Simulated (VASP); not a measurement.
The system is In3GaN2.

```
CELL_PARAMETERS angstrom
4.67485 0.00000 0.00000
0.00000 4.67485 0.00000
0.00000 0.00000 6.10318
ATOMIC_POSITIONS crystal
In 0.00000 0.50000 0.50000
In 0.50000 0.00000 0.50000
In 0.50000 0.50000 0.50000
Ga 0.50000 0.50000 0.00000
N 0.50000 0.50000 0.76253
N 0.50000 0.50000 0.23747
```

The cell was built from a structure type or drawn by symmetry, and may not be a known phase.

```yaml
Program: VASP 6.6.1
Task: relaxation of cell and atoms
Functional: PBE
Potentials_or_basis: VASP PAW PBE potentials, release 64 (In_d, Ga_d, N)
Cutoff: 600 eV
k_mesh: 4 × 4 × 4
Occupations: gaussian, width 0.1 eV
Spin: no spin polarisation
```

At the start: pressure 72.9 GPa; volume 22.23 Å³/atom.

**Question.** Where does the relaxation end?

**Answer.** Over 17 steps the energy falls by 2610.5 meV/atom and the volume is 42.24 Å³/atom (+90.0 %); space group P4/mmm (No. 123, to 0.1 Å) before and after.

The path:
| step | energy change (eV) | largest force (eV/Å) | pressure (GPa) | volume (Å³) |
| --- | --- | --- | --- | --- |
| 1 | 0.0000 | 2.0571 | 72.93 | 133.38 |
| 2 | -3.4552 | 0.7335 | -8.70 | 413.63 |
| 3 | -13.5991 | 1.3951 | -0.82 | 233.12 |
| 4 | -13.9241 | 1.2697 | 0.50 | 222.01 |
| 5 | -14.0533 | 0.7334 | 6.56 | 196.48 |
| 6 | -14.1457 | 0.9699 | 3.82 | 205.36 |
| 7 | -14.1426 | 0.9318 | 4.25 | 203.75 |
| 8 | -15.4116 | 1.5637 | 1.65 | 232.74 |
| 9 | -15.4437 | 2.8868 | 1.43 | 244.02 |
| 10 | -15.4580 | 2.4624 | 1.46 | 240.63 |
| 11 | -15.5696 | 1.0870 | -1.36 | 263.39 |
| 12 | -15.6397 | 0.0957 | -0.52 | 253.98 |
| 13 | -15.6604 | 0.1803 | 0.16 | 253.16 |
| 14 | -15.6626 | 0.1044 | -0.03 | 253.35 |
| 15 | -15.6626 | 0.1086 | 0.02 | 253.34 |
| 16 | -15.6628 | 0.0621 | 0.05 | 253.46 |
| 17 | -15.6629 | 0.0028 | 0.03 | 253.42 |

Final structure:
```cif
data_structure
_symmetry_space_group_name_H-M 'P 1'
_symmetry_Int_Tables_number 1
_cell_length_a 5.7946
_cell_length_b 5.7946
_cell_length_c 7.5473
_cell_angle_alpha 90.000
_cell_angle_beta 90.000
_cell_angle_gamma 90.000
_cell_volume 253.42
loop_
_atom_site_label
_atom_site_type_symbol
_atom_site_fract_x
_atom_site_fract_y
_atom_site_fract_z
_atom_site_occupancy
In1 In 0.00000 0.50000 0.50000 1
In2 In 0.50000 0.00000 0.50000 1
In3 In 0.50000 0.50000 0.50000 1
Ga1 Ga 0.50000 0.50000 0.00000 1
N1 N 0.50000 0.50000 0.77026 1
N2 N 0.50000 0.50000 0.22974 1
```

Caveat: the volume moved by over 15 % at a fixed basis, so the end points are rough.
